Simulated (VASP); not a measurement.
# Al2Cu (I4/mcm) in VASP: further runs, part 2 of 2

VASP 6.6.1.

## (3) Single point, PBEsol

The input, INCAR:

```
  ALGO = Fast
  EDIFF = 1E-6
  ENCUT = 520
  GGA = PS
  ISIF = 2
  ISMEAR = 0
  LASPH = T
  LCHARG = F
  LREAL = F
  LWAVE = F
  NBANDS = 26
  NELM = 100
  PREC = Accurate
  SIGMA = 0.15
```

The input, KPOINTS:

```
k-points
0
Gamma
  10 10 10
```

The input, POSCAR:

```
Al2Cu
1.0
   -2.9665500000      2.9665500000      2.4862000000
    2.9665500000     -2.9665500000      2.4862000000
    2.9665500000      2.9665500000     -2.4862000000
Al Cu
4 2
Direct
    0.1593210787      0.6593210787      0.8186421574
    0.6593210787      0.8406789213      0.5000000000
    0.8406789213      0.3406789213      0.1813578426
    0.3406789213      0.1593210787      0.5000000000
    0.7500000000      0.7500000000      0.0000000000
    0.2500000000      0.2500000000      0.0000000000
```

Potentials or basis: VASP PAW PBE potentials, release 64 (Al, Cu).

Run with:

```bash
cat potpaw_PBE.64/Al/POTCAR potpaw_PBE.64/Cu/POTCAR > POTCAR
mpirun -np 1 vasp_std > vasp.out
```

Wall time 8.2 min (1 thread of Intel Xeon 8259CL, shared host); peak memory 0.34 GiB.

The run converged. Its results:

```
Free energy            : -25.9851 eV
Pressure               : -0.7 GPa
Largest force          : 0.118 eV/Å
Band gap on the k mesh : zero (bands 17 and 18 overlap by 4.01 eV)
```

Forces in eV/Å, atoms in the order of the input:
```
Al   0.083  0.083  0.000
Al  -0.083  0.083  0.000
Al  -0.083 -0.083  0.000
Al   0.083 -0.083  0.000
Cu   0.000  0.000  0.000
Cu   0.000  0.000  0.000
```

Stress tensor (GPa, compression positive):
```
 1.04  0.00  0.00
 0.00  1.04  0.00
 0.00  0.00 -4.06
```

Levels at points of the mesh, in eV from the Fermi level:
| k point | band 14 | band 15 | band 16 | band 17 | band 18 | band 19 | band 20 | band 21 |
| --- | --- | --- | --- | --- | --- | --- | --- | --- |
| (0.00, 0.00, 0.00) | -1.73 | -1.63 | -1.32 | -1.32 | -0.92 | -0.23 | 0.09 | 1.30 |
| (0.50, 0.00, 0.00) | -3.06 | -2.59 | -2.59 | 0.39 | 0.39 | 3.89 | 3.89 | 4.45 |
| (0.50, 0.50, 0.00) | -2.96 | -1.34 | -1.24 | -0.88 | -0.80 | 1.10 | 1.58 | 4.76 |
| (0.50, 0.50, 0.50) | -3.36 | -3.30 | -1.97 | 2.45 | 2.95 | 2.95 | 3.50 | 3.99 |

Caveat: the stress differs along the axes, from -4 to 1 GPa; the PAW data sets were made with another functional, which shifts forces and pressure a little.

## (4) Single point, PBEsol

This run uses another cell than the first one, of 14.59 Å³/atom.

The input, INCAR:

```
PREC = Accurate
ENCUT = 520
EDIFF = 1E-7
ISMEAR = 0
SIGMA = 0.15
LREAL = F
LASPH = T
NELM = 100
ALGO = Fast
ISIF = 2
LWAVE = F
LCHARG = F
GGA = PS
NBANDS = 26
```

The input, KPOINTS:

```
regular mesh
0
Gamma
  10 10 10
```

Changes to POSCAR since step 3:

```diff
@@ -2,5 +2,5 @@
 1.0
-   -2.9665500000      2.9665500000      2.4862000000
-    2.9665500000     -2.9665500000      2.4862000000
-    2.9665500000      2.9665500000     -2.4862000000
+   -3.0264500000      3.0264500000      2.3896500000
+    3.0264500000     -3.0264500000      2.3896500000
+    3.0264500000      3.0264500000     -2.3896500000
 Al Cu
```

Potentials or basis: VASP PAW PBE potentials, release 64 (Al, Cu).

Run with:

```bash
cat potpaw_PBE.64/Al/POTCAR potpaw_PBE.64/Cu/POTCAR > POTCAR
mpirun -np 1 vasp_std > vasp.out
```

OUTCAR:

```text
PREC = Accurate
   ENCUT = 520
   EDIFF = 1E-7
   ISMEAR = 0
   LREAL = F
   LASPH = T
   NELM = 100
   ISIF = 2
   GGA = PS

 ion  position               nearest neighbor table
   1  0.159  0.659  0.819-   5 2.57   6 2.57   5 2.57   6 2.57   3 2.73   3 2.85   3 2.85   4 3.07
                             2 3.07   2 3.07   4 3.07   4 3.22   2 3.22   2 3.22   4 3.22
   2  0.659  0.841  0.500-   6 2.57   5 2.57   5 2.57   6 2.57   4 2.73   4 2.85   4 2.85   3 3.07
                             1 3.07   1 3.07   3 3.07   1 3.22   3 3.22   1 3.22   3 3.22
   3  0.841  0.341  0.181-   5 2.57   6 2.57   5 2.57   6 2.57   1 2.73   1 2.85   1 2.85   2 3.07
                             4 3.07   4 3.07   2 3.07   4 3.22   2 3.22   4 3.22   2 3.22
   4  0.341  0.159  0.500-   5 2.57   6 2.57   6 2.57   5 2.57   2 2.73   2 2.85   2 2.85   3 3.07
                             1 3.07   1 3.07   3 3.07   1 3.22   3 3.22   3 3.22   1 3.22
[... 912 lines left out ...]
  in kB      -16.9172574    -16.9172574     10.5437896      0.0000000     -0.0000000      0.0000000
  external PRESSURE =      -7.7635750 kB  Pullay stress =       0.0000000 kB

 VOLUME and BASIS-vectors are now :
 -----------------------------------------------------------------------------
  energy-cutoff  :      520.00
  volume of cell :       87.55
      direct lattice vectors                 reciprocal lattice vectors
    -3.026450000  3.026450000  2.389650000     0.000000000  0.165210065  0.209235662
     3.026450000 -3.026450000  2.389650000     0.165210065  0.000000000  0.209235662
     3.026450000  3.026450000 -2.389650000     0.165210065  0.165210065  0.000000000

 POSITION                                       TOTAL-FORCE (eV/Angst)
 -----------------------------------------------------------------------------------
      3.99080      0.96435      0.00000        -0.036928     -0.036928     -0.000000
      2.06210      0.96435      2.38965         0.036928     -0.036928      0.000000
     -0.96435      2.06210      2.38965         0.036928      0.036928      0.000000
      0.96435      2.06210      0.00000        -0.036928      0.036928      0.000000
      0.00000      0.00000      3.58448        -0.000000      0.000000      0.000000
      0.00000      0.00000      1.19483        -0.000000      0.000000      0.000000
 -----------------------------------------------------------------------------------
    total drift:                                0.000000      0.000000      0.000000

  FREE ENERGIE OF THE ION-ELECTRON SYSTEM (eV)
  ---------------------------------------------------
  free  energy   TOTEN  =       -26.0131984931 eV

  energy  without entropy=      -25.9926488656  energy(sigma->0) =      -26.00292368
```

stdout:

```text
POSCAR found type information on POSCAR AlCu
 POSCAR found :  2 types and       6 ions
 scaLAPACK will be used
 -----------------------------------------------------------------------------
|                                                                             |
|                                                                             |
|     You enforced a specific xc type in the INCAR file but a different       |
|     I HOPE YOU KNOW WHAT YOU ARE DOING!                                     |
|                                                                             |
 -----------------------------------------------------------------------------

 LDA part: xc-table for (Slater+PW92), standard interpolation
 POSCAR, INCAR and KPOINTS ok, starting setup
 FFT: planning ... GRIDC
 FFT: planning ... GRID_SOFT
 FFT: planning ... GRID
 WAVECAR not read
 entering main loop
```

Run time: 8.6 min. Hardware: 1 thread of Intel Xeon 8259CL, shared host; peak memory 0.34 GiB.

Results:

```
Free energy            : -26.0132 eV
Pressure               : -0.8 GPa
Largest force          : 0.052 eV/Å
Band gap on the k mesh : zero (bands 17 and 18 overlap by 4.59 eV)
```

Forces on the atoms (eV/Å):
```
Al  -0.037 -0.037  0.000
Al   0.037 -0.037  0.000
Al   0.037  0.037  0.000
Al  -0.037  0.037  0.000
Cu   0.000  0.000  0.000
Cu   0.000  0.000  0.000
```

Caveat: the PAW data sets were made with another functional, which shifts forces and pressure a little.

## (5) Single point, PBEsol

The input, INCAR:

```
SYSTEM = Al2Cu
  ALGO = Fast
  EDIFF = 1E-6
  ENCUT = 520
  GGA = PS
  ISIF = 2
  ISMEAR = 0
  LASPH = .TRUE.
  LCHARG = .FALSE.
  LREAL = .FALSE.
  LWAVE = .FALSE.
  NBANDS = 26
  NELM = 60
  PREC = Accurate
  SIGMA = 0.15
```

The input, KPOINTS:

```
k-points
0
G
  10 10 10
  0 0 0
```

Changes to POSCAR since step 4:

```diff
@@ -2,5 +2,5 @@
 1.0
-   -3.0264500000      3.0264500000      2.3896500000
-    3.0264500000     -3.0264500000      2.3896500000
-    3.0264500000      3.0264500000     -2.3896500000
+   -3.0564500000      3.0564500000      2.3414000000
+    3.0564500000     -3.0564500000      2.3414000000
+    3.0564500000      3.0564500000     -2.3414000000
 Al Cu
```

Run with:

```bash
cat potpaw_PBE.64/Al/POTCAR potpaw_PBE.64/Cu/POTCAR > POTCAR
mpirun -np 1 vasp_std > vasp.out
```

It took 12 min on 1 thread of Intel Xeon 8259CL, shared host; peak memory 0.37 GiB.

It converged, with:

- Free energy: -25.9569 eV
- Pressure: -0.5 GPa
- Largest force: 0.135 eV/Å
- Band gap on the k mesh: zero (bands 17 and 18 overlap by 4.77 eV)

Forces in eV/Å, atoms in the order of the input:
```
Al  -0.096 -0.096  0.000
Al   0.096 -0.096  0.000
Al   0.096  0.096  0.000
Al  -0.096  0.096  0.000
Cu   0.000  0.000  0.000
Cu   0.000  0.000  0.000
```

Stress tensor (GPa, compression positive):
```
-3.04  0.00  0.00
 0.00 -3.04  0.00
 0.00  0.00  4.59
```

Levels at points of the mesh, in eV from the Fermi level:
| k point | band 15 | band 16 | band 17 | band 18 | band 19 | band 20 |
| --- | --- | --- | --- | --- | --- | --- |
| (0.00, 0.00, 0.00) | -1.17 | -1.17 | -1.17 | -1.07 | -0.07 | 0.04 |
| (0.50, 0.00, 0.00) | -2.74 | -2.74 | -0.01 | -0.01 | 3.69 | 3.69 |
| (0.50, 0.50, 0.00) | -1.86 | -1.63 | -0.76 | -0.50 | 0.40 | 0.81 |
| (0.50, 0.50, 0.50) | -3.23 | -1.73 | 2.77 | 2.94 | 2.94 | 3.14 |

Caveat: the stress differs along the axes, from -3 to 5 GPa; the PAW data sets were made with another functional, which shifts forces and pressure a little.

## (6) The runs side by side

```csv
cell,further INCAR settings,gap on the mesh (eV),pressure (GPa),largest force (eV/Å)
"a = 4.931 Å, angles 102.5, 102.5, 124.6°, 6 atoms",ALGO = Fast; EDIFF = 1e-06; NBANDS = 26,none,0.1,0.20
"a = 4.877 Å, angles 105.1, 105.1, 118.7°, 6 atoms",ALGO = Fast; EDIFF = 1e-06; NBANDS = 26,none,-0.7,0.12
"a = 4.902 Å, angles 103.7, 103.7, 121.6°, 6 atoms",ALGO = Fast; EDIFF = 1e-07; NBANDS = 26,none,-0.8,0.05
"a = 4.916 Å, angles 103.1, 103.1, 123.1°, 6 atoms",ALGO = Fast; EDIFF = 1e-06; NBANDS = 26,none,-0.5,0.14
```

Alike in all rows: task single point; level PBEsol; potentials or basis VASP PAW PBE potentials, release 64 (Al, Cu); no spin polarisation; k mesh 10 × 10 × 10; cutoff (eV) 520; smearing gaussian 0.15 eV.

Caveats: the PAW data sets were made with another functional, which shifts forces and pressure a little; the stress differs along the axes, from -4 to 9 GPa (at least some runs); the stress differs along the axes, from -4 to 1 GPa (at least some runs); the stress differs along the axes, from -3 to 5 GPa (at least some runs).

Total energies depend on the potentials used, so only differences within one code and one set of settings carry meaning.
